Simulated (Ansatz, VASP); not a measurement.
One calculation of Mo, two programs

File POSCAR:

```
Mo
1.0
    2.5629259694      0.0000000000      0.0000000000
    0.0000000000      2.5629259694      0.0000000000
    0.0000000000      0.0000000000      2.5629259694
Mo
1
Direct
    0.0000000000      0.0000000000      0.0000000000
```

Contents of INCAR.step1:

```
  ALGO = Normal
  EDIFF = 1E-5
  EDIFFG = -0.005
  ENCUT = 550
  GGA = PE
  GGA_COMPAT = False
  IBRION = 2
  ISIF = 3
  ISMEAR = -1
  LASPH = True
  LCHARG = False
  LREAL = False
  LWAVE = True
  NELM = 120
  NELMIN = 4
  NSW = 100
  PREC = Accurate
  SIGMA = 0.1
```

The input INCAR.step2:

```
  ALGO = Normal
  EDIFF = 1E-7
  EDIFFG = -0.01
  ENCUT = 550
  GGA_COMPAT = False
  IBRION = 2
  ISIF = 3
  ISMEAR = -1
  ISTART = 1
  LASPH = True
  LCHARG = False
  LMIXTAU = True
  LREAL = False
  LWAVE = False
  METAGGA = R2SCAN
  NELM = 120
  NELMIN = 4
  NSW = 80
  PREC = Accurate
  SIGMA = 0.1
```

Contents of KPOINTS:

```
k-points
0
Gamma
  12 12 12
```

Input for Ansatz:

```yaml
crystal:
  lattice:
    - [2.5629259694, 0.0, 0.0]
    - [0.0, 2.5629259694, 0.0]
    - [0.0, 0.0, 2.5629259694]
  atoms:
    - { symbol: Mo, position: [0.0, 0.0, 0.0] }
hamiltonian:
  xc: r2scan
  pseudopotentials:
    kind: paw
    azcp:
      Mo: "pseudopotentials/Mo.paw.azcp"
basis:
  ecutwfc: 500
  fft_grid_basis: typed
kpoints:
  mp_grid: { grid: [12, 12, 12], shift: [0, 0, 0] }
magnetization:
  spin_polarized: false
scf:
  occupations: { method: fermi_dirac, width: 0.1 }
relax:
  max_steps: 60
  f_tol: 0.01
  cell: {}
output:
  write_density: true
  write_potential: true
  elf: true
  volumetric_format: npy
```

Alike in both runs: task relaxation of cell and atoms; functional r2SCAN; k mesh 12 × 12 × 12; occupations fermi-dirac, width 0.1 eV; no spin polarisation.

|  | VASP | Ansatz |
| --- | --- | --- |
| version | VASP 6.6.1 | Ansatz 0.2.0 |
| potentials or method | VASP PAW PBE potentials, release 64 (Mo_sv), cutoff 550 eV | plane waves (500 eV) with PAW, scalar-relativistic |
| valence electrons in the cell | 14 | 14 |

Ansatz gave:

- relaxed volume (Å³/atom): 17.41
- relaxed cell length with the largest relative difference (Å): 2.592

Q: Which values does VASP return?

A: Relaxed volume (Å³/atom): 17.50; relaxed cell length with the largest relative difference (Å): 2.596.

VASP's potentials were made for PBE, not for r2SCAN.
